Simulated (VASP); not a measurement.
# InGaSe: relaxation of cell and atoms with PBE

InGaSe:

```
CELL_PARAMETERS angstrom
5.22413 0.00000 0.00000
-2.61207 4.52423 0.00000
0.00000 0.00000 6.54161
ATOMIC_POSITIONS crystal
In 0.33333 0.66667 0.75718
In 0.66667 0.33333 0.25718
Ga 0.00000 0.00000 0.54906
Ga 0.00000 0.00000 0.04906
Se 0.66667 0.33333 0.70096
Se 0.33333 0.66667 0.20096
```

The cell was generated, and may not be a known phase.

* Program: VASP 6.6.1
* Task: relaxation of cell and atoms
* Functional: PBE
* Potentials or basis: VASP PAW PBE potentials, release 64 (In_d, Ga_d, Se)
* Cutoff: 600 eV
* k mesh: 6 × 6 × 4
* Occupations: gaussian, width 0.1 eV
* Spin: no spin polarisation
* Dipole correction: no
* Further INCAR settings: ALGO = Normal; EDIFF = 1e-06; IBRION = 2; EDIFFG = -0.04; NSW = 90; ISIF = 3

```yaml
Relaxed_volume: 24.69 Å³/atom
Relaxed_cell: a = 5.327 Å, b = 5.327 Å, c = 6.029 Å, α = 90.00°, β = 90.00°, γ = 120.00°
Space_group_after_relaxing_to_0.1_Å: P6_3mc (No. 186)
Energy_gained_by_relaxing: 9.2 meV/atom
Ionic_steps: 14
Pressure_after_relaxing: -0.1 GPa
Largest_force_after_relaxing: 0.040 eV/Å
Band_gap_on_the_k_mesh: zero (bands 32 and 33 overlap by 1.21 eV)
```

Forces on the atoms (eV/Å):
```
In   0.000  0.000 -0.028
In   0.000  0.000 -0.028
Ga   0.000  0.000  0.040
Ga   0.000  0.000  0.040
Se   0.000  0.000 -0.012
Se   0.000  0.000 -0.012
```

The path:
```tsv
step	energy change (eV)	largest force (eV/Å)	pressure (GPa)	volume (Å³)
1	0.0000	0.0807	-0.04	154.61
2	-0.0060	0.0904	-0.12	154.47
3	-0.0168	0.1395	-0.26	153.99
4	-0.0116	0.2742	-0.36	152.85
5	-0.0185	0.1882	-0.33	153.60
6	-0.0235	0.1835	-0.24	152.82
7	-0.0354	0.1696	0.06	150.47
8	-0.0443	0.1340	0.64	145.78
9	-0.0515	0.0778	0.36	146.24
10	-0.0525	0.0589	0.04	146.94
11	-0.0537	0.0472	0.14	146.64
12	-0.0545	0.0450	0.07	147.04
13	-0.0549	0.0431	0.01	147.41
14	-0.0552	0.0396	-0.06	148.15
```

Final structure:
```cif
data_structure
_symmetry_space_group_name_H-M 'P 1'
_symmetry_Int_Tables_number 1
_cell_length_a 5.3268
_cell_length_b 5.3268
_cell_length_c 6.0290
_cell_angle_alpha 90.000
_cell_angle_beta 90.000
_cell_angle_gamma 120.000
_cell_volume 148.15
loop_
_atom_site_label
_atom_site_type_symbol
_atom_site_fract_x
_atom_site_fract_y
_atom_site_fract_z
_atom_site_occupancy
In1 In 0.33333 0.66667 0.73651 1
In2 In 0.66667 0.33333 0.23651 1
Ga1 Ga 0.00000 0.00000 0.55100 1
Ga2 Ga 0.00000 0.00000 0.05100 1
Se1 Se 0.66667 0.33333 0.71969 1
Se2 Se 0.33333 0.66667 0.21969 1
```

Levels at points of the mesh, in eV from the Fermi level:
| k point | band 29 | band 30 | band 31 | band 32 | band 33 | band 34 | band 35 | band 36 |
| --- | --- | --- | --- | --- | --- | --- | --- | --- |
| (0.00, 0.00, 0.00) | -2.79 | -2.38 | -2.01 | -1.27 | -0.34 | -0.34 | 0.22 | 1.61 |
| (0.50, 0.00, 0.00) | -2.72 | -2.63 | -1.81 | -0.33 | 0.53 | 2.10 | 2.31 | 2.39 |
| (0.00, 0.00, 0.50) | -2.97 | -2.97 | -0.66 | -0.66 | -0.22 | -0.22 | -0.22 | -0.22 |
| (0.50, 0.00, 0.50) | -1.57 | -1.57 | 0.64 | 0.64 | 1.24 | 1.24 | 2.23 | 2.23 |

Wall time 19 min on 1 thread of Intel(R) Xeon(R) Platinum 8488C (Sapphire Rapids) (shared host), peak memory 0.4 GiB.

Caveat: spin-orbit coupling is left out, which moves the levels of the heavy elements.
